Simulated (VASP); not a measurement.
Set up this calculation in VASP 6.6.1, as the native input.

```
Task                   : single point
Functional             : PBE
Dispersion             : D3(BJ)
Potentials or basis    : VASP PAW PBE potentials, release 64 (Ga_d, As, O, C)
Cutoff                 : 520 eV
k mesh                 : 7 × 5 × 1
Occupations            : gaussian, width 0.05 eV
Spin                   : no spin polarisation
Dipole correction      : yes
Further INCAR settings : ALGO = Normal; EDIFF = 1e-06; NBANDS = 42
```

The structure of Ga3As3CO lies in POSCAR:

```
Ga3As3CO
1.0
    4.0137031111      0.0000000000      0.0000000000
    0.0000000000      5.6762333751      0.0000000000
    0.0000000000      0.0000000000     23.3352699083
Ga As O C
3 3 1 1
Direct
    0.5000000000      0.5000000000      0.1714143447
    0.0000000000      0.0653835255      0.2680035048
    0.5000000000      0.4894639609      0.3228546357
    0.0000000000      0.2500000000      0.1714143447
    0.5000000000      0.8102208698      0.2504948966
    0.0000000000      0.2887573198      0.3593388866
    0.0000000000      0.6220906532      0.4964703624
    0.0000000000      0.6220906532      0.5457519865
```

The input as run:

INCAR

```
ALGO = Normal ; DIPOL = 0.5 0.5 0.323
EDIFF = 1E-6 ; ENCUT = 520
GGA = PE ; IDIPOL = 3
ISIF = 2 ; ISMEAR = 0
IVDW = 12 ; LASPH = T
LCHARG = F ; LDIPOL = T
LREAL = F ; LWAVE = F
NBANDS = 42 ; NELM = 60
PREC = Accurate ; SIGMA = 0.05
```

KPOINTS

```
k-points
0
Gamma
  7 5 1
```

Potentials or basis: VASP PAW PBE potentials, release 64 (Ga_d, As, O, C).

Launch:

```bash
$ cat potpaw_PBE.64/Ga_d/POTCAR potpaw_PBE.64/As/POTCAR potpaw_PBE.64/O/POTCAR potpaw_PBE.64/C/POTCAR > POTCAR
$ mpirun -np 1 vasp_std > vasp.out
```

Results of the run:

```
Largest force              : 1.111 eV/Å
Band gap on the k mesh     : 0.40 eV (least direct gap 0.75 eV)
Dispersion energy per atom : -0.158 eV
```

It took 9.3 min on 1 thread of Oxide Virtual Turin-like Processor (shared host), peak memory 0.61 GiB.
